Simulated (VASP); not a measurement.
# Te (R-3m) in VASP: further runs

Te is run at these levels: LDA; tasks: single point.

All numbers are computed with VASP 6.6.1; they aren't measurements. Logs are shortened: lines on timing, memory, paths and dates and some standing lists are left out, and cuts for length are marked.

## (1) The cell of the first run

The structure is trigonal, space group R-3m (No. 166). Conventional cell: a = 4.549 Å, b = 4.549 Å, c = 5.004 Å, α = 90.00°, β = 90.00°, γ = 120.00°. Within 4.1 Å of Te (site symmetry -3m) lie 6 Te at 3.11 Å.

## (2) Single point, LDA (volume scaled by 0.96)

The input, INCAR:

```
ALGO     = Normal         # electronic algorithm
EDIFF    = 1E-7           # SCF threshold, eV
ENCUT    = 520            # plane-wave cutoff, eV
GGA      = CA             # functional
ISIF     = 2              # what is computed and relaxed
ISMEAR   = -1             # smearing method
LASPH    = True           # aspherical terms in the spheres
LCHARG   = False          # write CHGCAR
LREAL    = False          # projectors in reciprocal space
LWAVE    = False          # write WAVECAR
NBANDS   = 9              # bands
NELM     = 80             # most SCF steps
PREC     = Accurate       # precision mode
SIGMA    = 0.05           # smearing width, eV
```

The input, KPOINTS:

```
k-points
0
Gamma
  9 9 9
```

The input, POSCAR:

```
Te
1.0
    2.2747396529      1.3133215509      1.6681001767
   -2.2747396529      1.3133215509      1.6681001767
    0.0000000000     -2.6266431019      1.6681001767
Te
1
Direct
    0.5000000000      0.5000000000      0.5000000000
```

Potentials or basis: VASP PAW LDA potentials, release 64 (Te).

Started as:

```sh
> cat potpaw_LDA.64/Te/POTCAR > POTCAR
> mpirun -np 1 vasp_std > vasp.out
```

OUTCAR:

```text
EDIFF = 1E-7
   ENCUT = 520
   GGA = CA
   ISIF = 2
   ISMEAR = -1
   LASPH = True
   LREAL = False
   NELM = 80
   PREC = Accurate

 ion  position               nearest neighbor table
   1  0.500  0.500  0.500-

  LATTYP: Found a trigonal (rhomboedric) cell.
 ALAT       =     3.1115610526
 COS(alpha) =    -0.0688991668

  Lattice vectors:

 A1 = (   2.2747396529,   1.3133215509,   1.6681001767)
 A2 = (  -2.2747396529,   1.3133215509,   1.6681001767)
 A3 = (   0.0000000000,  -2.6266431019,   1.6681001767)

Analysis of symmetry for initial positions (statically):
=====================================================================
 Subroutine PRICEL returns:
 Original cell was already a primitive cell.

 Routine SETGRP: Setting up the symmetry group for a
 trigonal (rhombohedral) supercell.

 Subroutine GETGRP returns: Found 12 space group operations
 (whereof 12 operations were pure point group operations)
 out of a pool of 12 trial point group operations.

The static configuration has the point symmetry D_3d.

Analysis of symmetry for dynamics (positions and initial velocities):
=====================================================================
 Subroutine PRICEL returns:
 Original cell was already a primitive cell.

 Routine SETGRP: Setting up the symmetry group for a
 trigonal (rhombohedral) supercell.

 Subroutine GETGRP returns: Found 12 space group operations
 (whereof 12 operations were pure point group operations)
 out of a pool of 12 trial point group operations.

The dynamic configuration has the point symmetry D_3d.

 Subroutine INISYM returns: Found 12 space group operations
 (whereof 12 operations are pure point group operations),
 and found     1 'primitive' translations

----------------------------------------------------------------------------------------

                                     Primitive cell

  volume of cell :      29.9003

  direct lattice vectors                    reciprocal lattice vectors
     2.274739653  1.313321551  1.668100177     0.219805374  0.126904692  0.199828127
    -2.274739653  1.313321551  1.668100177    -0.219805374  0.126904692  0.199828127
     0.000000000 -2.626643102  1.668100177     0.000000000 -0.253809384  0.199828127

  length of vectors
     3.111561053  3.111561053  3.111561053     0.323033254  0.323033254  0.323033254

  position of ions in fractional coordinates (direct lattice)
     0.500000000  0.500000000  0.500000000

[... 72 lines left out ...]
   LASPH  =      T    aspherical Exc in radial PAW
   ENCUT  =  520.0 eV  38.22 Ry    6.18 a.u.   5.79  5.79  5.79*2*pi/ulx,y,z
   NELM   =     80;   NELMIN=  2; NELMDL= -5     # of ELM steps
   EDIFF  = 0.1E-06   stopping-criterion for ELM
   LREAL  =      F    real-space projection
   EDIFFG = 0.1E-05   stopping-criterion for IOM
   NSW    =      0    number of steps for IOM
   IBRION =     -1    ionic relax: 0-MD 1-quasi-New 2-CG
   NFREE  =      0    steps in history (QN), initial steepest desc. (CG)
   ISIF   =      2    stress and relaxation
   ISYM   =      2    0-nonsym 1-usesym 2-fastsym
   POTIM  = 0.5000    time-step for ionic-motion
   TEBEG  =    0.0;   TEEND  =   0.0 temperature during run
   PSTRESS=    0.0 pullay stress
   NELECT =       6.0000    total number of electrons
   NUPDOWN=      -1.0000    fix difference up-down
   EMIN   =  10.00;   EMAX   =-10.00  energy-range for DOS
   EFERMI =   0.00;   METHOD = LEGACY
   ISMEAR =    -1;   SIGMA  =   0.05  broadening in eV -4-tet -1-fermi 0-gaus
   EFERMI_NEDOS =   21; number of points for ismear=-14 and -15
   IALGO  =     38    algorithm
   IMIX   =      4    mixing-type and parameters
     AMIX     =   0.40;   BMIX     =  1.00
     AMIX_MAG =   1.60;   BMIX_MAG =  1.00
  volume/ion in A,a.u.               =      29.90       201.78
  Fermi-wavevector in a.u.,A,eV,Ry     =   0.958444  1.811196 12.498502  0.918614
  Thomas-Fermi vector in A             =   2.087551
   LORBIT       =      0    0 simple, 1 ext, 2 COOP (PROOUT), +10 PAW based schemes
   GGA     = CA    functional components
   LHFCALC =     F    Hartree Fock is set to
   AEXX    =    0.0000 exact exchange contribution
   IVDW    =     0    specifies the selected vdW correction
   LEPSILON=     F    determine dielectric tensor
   LRPA    =     F    only Hartree local field effects (RPA)
 non-spin polarized calculation
  energy-cutoff  :      520.00
  volume of cell :       29.90
 maximum number of plane-waves:       829
   NGX = 11   NGY = 11   NGZ = 11

 number of electron       5.9999999 magnetization

 Free energy of the ion-electron system (eV)
  ---------------------------------------------------
  ext. energy  EPLUGINS =         0.00000000
  ---------------------------------------------------
  free energy    TOTEN  =        -3.78272592 eV

  energy without entropy =       -3.77729041  energy(sigma->0) =       -3.78000816

 E-fermi :   7.5150     XC(G=0):  -9.8799

 val. band max:        7.4997876291   @ k =   0.2222   0.1111   0.0000
 cond. band min:       7.5435345461   @ k =  -0.3333   0.4444   0.2222
 fundamental gap:      0.0437469170
 Fermi energy:         7.5149927573

 k-point     1 :       0.0000    0.0000    0.0000
  band No.  band energies     occupation
      1      -6.8093      2.00000
      2       8.5127      0.00000
      3       8.9848      0.00000
      4       8.9848      0.00000
      5      13.5476      0.00000
      6      13.5476      0.00000
      7      14.2677      0.00000
      8      24.5552      0.00000
      9      24.6097      0.00000
[... 265 lines left out ...]
 k-point    24 :       0.4444    0.4444    0.0000
  band No.  band energies     occupation
      1      -2.9597      2.00000
      2       2.3890      2.00000
      3       3.0894      2.00000
      4       9.6704      0.00000
      5      11.5829      0.00000
      6      17.8982      0.00000
      7      19.6625      0.00000
      8      20.0970      0.00000
      9      20.5412      0.00000

 [... further k-points ...]
[... 5 lines left out ...]
  --------------------------------------------------------------------------------------
  -------------------------------------------------------------------------------------
  Total        0.2965963      0.2965963      0.2418837     -0.0000000     -0.0000000      0.0000000
  in kB       15.8927933     15.8927933     12.9610773     -0.0000000     -0.0000000      0.0000000
  external PRESSURE =      14.9155546 kB  Pullay stress =       0.0000000 kB

 VOLUME and BASIS-vectors are now :
 -----------------------------------------------------------------------------
  energy-cutoff  :      520.00
  volume of cell :       29.90
      direct lattice vectors                 reciprocal lattice vectors
     2.274739653  1.313321551  1.668100177     0.219805374  0.126904692  0.199828127
    -2.274739653  1.313321551  1.668100177    -0.219805374  0.126904692  0.199828127
     0.000000000 -2.626643102  1.668100177     0.000000000 -0.253809384  0.199828127

 POSITION                                       TOTAL-FORCE (eV/Angst)
 -----------------------------------------------------------------------------------
      0.00000     -0.00000      2.50215         0.000000      0.000000     -0.000000
 -----------------------------------------------------------------------------------
    total drift:                                0.000000      0.000000     -0.000000

  FREE ENERGIE OF THE ION-ELECTRON SYSTEM (eV)
  ---------------------------------------------------
  free  energy   TOTEN  =        -3.7827259211 eV

  energy  without entropy=       -3.7772904077  energy(sigma->0) =       -3.78000816
```

stdout:

```text
POSCAR found type information on POSCAR Te
 POSCAR found :  1 types and       1 ions
 scaLAPACK will be used
 LDA part: xc-table for (Slater(with rela. corr.)+CA(PZ))
 , standard interpolation
 POSCAR, INCAR and KPOINTS ok, starting setup
 FFT: planning ... GRIDC
 FFT: planning ... GRID_SOFT
 FFT: planning ... GRID
 WAVECAR not read
 entering main loop
```

Run time: 5.5 s. Hardware: 1 thread of Intel Xeon Platinum 8488C (Sapphire Rapids), shared host; peak memory 0.14 GiB.

Results:

```
Free energy            : -3.7827 eV
Pressure               : 1.5 GPa
Band gap on the k mesh : zero (band 3 reaches 10.04 eV, above the bottom of band 4 at 4.92 eV)
```

Caveat: the cell differs from its parent crystal (volume scaled by 0.96); spin-orbit coupling is left out, which moves the levels of the heavy elements.

## (3) Single point, LDA (volume scaled by 0.98)

The input, INCAR:

```
ALGO     = Normal         # electronic algorithm
EDIFF    = 1E-7           # SCF threshold, eV
ENCUT    = 520            # plane-wave cutoff, eV
GGA      = CA             # functional
ISIF     = 2              # what is computed and relaxed
ISMEAR   = -1             # smearing method
LASPH    = T              # aspherical terms in the spheres
LCHARG   = F              # write CHGCAR
LREAL    = F              # projectors in reciprocal space
LWAVE    = F              # write WAVECAR
NBANDS   = 9              # bands
NELM     = 100            # most SCF steps
PREC     = Accurate       # precision mode
SIGMA    = 0.05           # smearing width, eV
```

KPOINTS is that of step 2.

The input, POSCAR:

```
Te
1.0
    2.2904280083      1.3223792272      1.6796046794
   -2.2904280083      1.3223792272      1.6796046794
    0.0000000000     -2.6447584544      1.6796046794
Te
1
Direct
    0.5000000000      0.5000000000      0.5000000000
```

Potentials or basis: VASP PAW LDA potentials, release 64 (Te).

Started as:

```sh
> cat potpaw_LDA.64/Te/POTCAR > POTCAR
> mpirun -np 1 vasp_std > vasp.out
```

Wall time 5.4 s (1 thread of Intel Xeon Platinum 8488C (Sapphire Rapids), shared host); peak memory 0.14 GiB.

The run converged. Its results:

```yaml
Free_energy: -3.7859 eV
Pressure: 0.2 GPa
Band_gap_on_the_k_mesh: zero (band 3 reaches 9.68 eV, above the bottom of band 4 at 4.69 eV)
```

Levels at points of the mesh, in eV from the Fermi level:
| k point | band 1 | band 2 | band 3 | band 4 | band 5 | band 6 | band 7 | band 8 |
| --- | --- | --- | --- | --- | --- | --- | --- | --- |
| (0.00, 0.00, 0.00) | -14.15 | 0.98 | 1.44 | 1.44 | 6.06 | 6.06 | 6.66 | 16.91 |

Caveat: the cell differs from its parent crystal (volume scaled by 0.98); spin-orbit coupling is left out, which moves the levels of the heavy elements.

## (4) Single point, LDA

This run uses another cell than the first one, of 31.15 Å³/atom, 1.042 times its volume.

The input, INCAR:

```
PREC = Accurate
ENCUT = 520
EDIFF = 1E-6
ISMEAR = -1
SIGMA = 0.05
LREAL = False
LASPH = True
NELM = 100
ALGO = Normal
ISIF = 2
LWAVE = False
LCHARG = True
LELF = True
LVHAR = True
NBANDS = 9
```

The input, KPOINTS:

```
Automatic mesh
0
Gamma
  9 9 9
```

The input, POSCAR:

```
Te
1.0
    2.3059043427      1.3313144930      1.6909537039
   -2.3059043427      1.3313144930      1.6909537039
    0.0000000000     -2.6626289860      1.6909537039
Te
1
Direct
    0.5000000000      0.5000000000      0.5000000000
```

Started as:

```sh
> cat potpaw_LDA.64/Te/POTCAR > POTCAR
> mpirun -np 1 vasp_std > vasp.out
```

Wall time 5.4 s (1 thread of Intel Xeon Platinum 8488C (Sapphire Rapids), shared host); peak memory 0.14 GiB.

The run converged. Its results:

- Free energy: -3.7843 eV
- Pressure: -1.0 GPa
- Band gap on the k mesh: zero (band 3 reaches 9.33 eV, above the bottom of band 4 at 4.47 eV)

Stress tensor (GPa, compression positive):
```
-1.14  0.00  0.00
 0.00 -1.14  0.00
 0.00  0.00 -0.79
```

Levels at points of the mesh, in eV from the Fermi level:
| k point | band 1 | band 2 | band 3 | band 4 | band 5 | band 6 | band 7 |
| --- | --- | --- | --- | --- | --- | --- | --- |
| (0.00, 0.00, 0.00) | -13.98 | 0.96 | 1.42 | 1.42 | 6.09 | 6.09 | 6.57 |

Caveat: spin-orbit coupling is left out, which moves the levels of the heavy elements.

## (5) The runs side by side

| cell | gap on the mesh (eV) | pressure (GPa) |
| --- | --- | --- |
| a = 3.112 Å, angles 94.0°, 1 atom | none | 1.5 |
| a = 3.133 Å, angles 94.0°, 1 atom | none | 0.2 |
| a = 3.154 Å, angles 94.0°, 1 atom | none | -1.0 |

Alike in all rows: task single point; level LDA; potentials or basis VASP PAW LDA potentials, release 64 (Te); no spin polarisation; k mesh 9 × 9 × 9; cutoff (eV) 520; smearing fermi-dirac 0.05 eV.

Caveats: spin-orbit coupling is left out, which moves the levels of the heavy elements.

Total energies depend on the potentials used, so only differences within one code and one set of settings carry meaning.
